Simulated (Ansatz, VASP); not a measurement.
## Two plane-wave programs on Sr

Contents of INCAR:

```
SYSTEM = Sr
PREC = Accurate
ENCUT = 520
EDIFF = 1E-7
ISMEAR = 0
SIGMA = 0.1
LREAL = .False.
LASPH = .True.
NELM = 80
ALGO = Normal
ISIF = 2
LWAVE = .False.
LCHARG = .True.
GGA = PS
LELF = .True.
LVHAR = .True.
NBANDS = 11
```

The input KPOINTS:

```
regular mesh
0
Gamma
  12 12 12
  0 0 0
```

POSCAR

```
Sr
1.0
    0.0000000000      3.0423500000      3.0423500000
    3.0423500000      0.0000000000      3.0423500000
    3.0423500000      3.0423500000      0.0000000000
Sr
1
Direct
    0.0000000000      0.0000000000      0.0000000000
```

Input for Ansatz:

```yaml
crystal:
  lattice:
    - [0.0, 3.04235, 3.04235]
    - [3.04235, 0.0, 3.04235]
    - [3.04235, 3.04235, 0.0]
  atoms:
    - { symbol: Sr, position: [0.0, 0.0, 0.0] }
basis:
  ecutwfc: 420
kpoints:
  mp_grid: { grid: [12, 12, 12] }
hamiltonian:
  xc: pbesol
scf:
  occupations: { method: gaussian, width: 0.1 }
output:
  forces: true
  stress: true
  eigenvalues: true
  populations: true
```

Alike in both runs: task single point; functional PBEsol; k mesh 12 × 12 × 12; occupations gaussian, width 0.1 eV; no spin polarisation.

|  | VASP | Ansatz |
| --- | --- | --- |
| version | VASP 6.6.1 | Ansatz 0.2.0 |
| potentials or method | VASP PAW PBE potentials, release 64 (Sr_sv), cutoff 520 eV | scalar-relativistic, plane waves, PAW |
| valence electrons in the cell | 10 | 10 |

```csv
,VASP,Ansatz,Ansatz less VASP
gap on the k mesh at the Fermi level (eV),none,none,-
pressure (GPa),-0.9,-0.9,-0.01
```

VASP's potentials were made for PBE, not for PBEsol. A gap of «none» marks a metal or a gap that the smearing closes.
